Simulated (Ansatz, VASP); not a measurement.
**One calculation of CeO2, two programs**

File POSCAR:

```
CeO2
1.0
    0.0000000000      2.7158650901      2.7158650901
    2.7158650901      0.0000000000      2.7158650901
    2.7158650901      2.7158650901      0.0000000000
Ce O
1 2
Direct
    0.0000000000      0.0000000000      0.0000000000
    0.2500000000      0.2500000000      0.2500000000
    0.7500000000      0.7500000000      0.7500000000
```

File INCAR.step1:

```
PREC     = Accurate       # precision mode
ENCUT    = 520            # plane-wave cutoff, eV
ISMEAR   = 0              # smearing method
SIGMA    = 0.05           # smearing width, eV
LREAL    = False          # projectors in reciprocal space
LASPH    = True           # aspherical terms in the spheres
NELM     = 60             # most SCF steps
NBANDS   = 19             # bands
GGA      = PE             # functional
ALGO     = Normal         # electronic algorithm
EDIFF    = 1E-4           # SCF threshold, eV
LWAVE    = True           # write WAVECAR
LCHARG   = False          # write CHGCAR
```

Contents of INCAR.step2:

```
PREC     = Accurate       # precision mode
ENCUT    = 520            # plane-wave cutoff, eV
EDIFF    = 1E-6           # SCF threshold, eV
ISMEAR   = 0              # smearing method
SIGMA    = 0.05           # smearing width, eV
LREAL    = False          # projectors in reciprocal space
LASPH    = True           # aspherical terms in the spheres
NELM     = 60             # most SCF steps
ALGO     = Normal         # electronic algorithm
ISIF     = 2              # what is computed and relaxed
LWAVE    = False          # write WAVECAR
LCHARG   = False          # write CHGCAR
METAGGA  = R2SCAN         # meta-GGA
LMIXTAU  = True         
IVDW     = 13             # dispersion correction
VDW_S6   = 1.0          
VDW_S8   = 0.6018749    
VDW_A1   = 0.51559235   
VDW_A2   = 5.77342911   
NBANDS   = 19             # bands
ISTART   = 1
```

The input KPOINTS:

```
Automatic mesh
0
Gamma
  8 8 8
```

Input for Ansatz:

```yaml
crystal:
  lattice:
    - [0.0, 2.7158650901, 2.7158650901]
    - [2.7158650901, 0.0, 2.7158650901]
    - [2.7158650901, 2.7158650901, 0.0]
  atoms:
    - { symbol: Ce, position: [0.0, 0.0, 0.0] }
    - { symbol: O, position: [0.25, 0.25, 0.25] }
    - { symbol: O, position: [0.75, 0.75, 0.75] }
basis:
  ecutwfc: 500
  ecutrho_ratio: 4
kpoints:
  mp_grid: { grid: [8, 8, 8] }
hamiltonian:
  xc: r2scan
  dispersion: d4
scf:
  occupations: { method: gaussian, width: 0.05 }
output:
  forces: true
  stress: true
  eigenvalues: true
```

Alike in both runs: task single point; functional r2SCAN; dispersion D4; k mesh 8 × 8 × 8; occupations gaussian, width 0.05 eV; no spin polarisation.

|  | VASP | Ansatz |
| --- | --- | --- |
| version | VASP 6.6.1 | Ansatz 0.2.0 |
| potentials or method | VASP PAW PBE potentials, release 64 (Ce, O), cutoff 520 eV | scalar-relativistic, plane waves, PAW |
| valence electrons in the cell | 24 | 24 |

|  | VASP | Ansatz | Ansatz less VASP |
| --- | --- | --- | --- |
| gap on the k mesh at the Fermi level (eV) | 2.17 | 2.21 | +0.041 |
| least direct gap on the mesh (eV) | 2.30 | 2.34 | +0.040 |
| pressure (GPa) | -0.8 | -0.6 | +0.24 |

VASP's potentials were made for PBE, not for r2SCAN.

Neither program's run includes spin-orbit coupling.
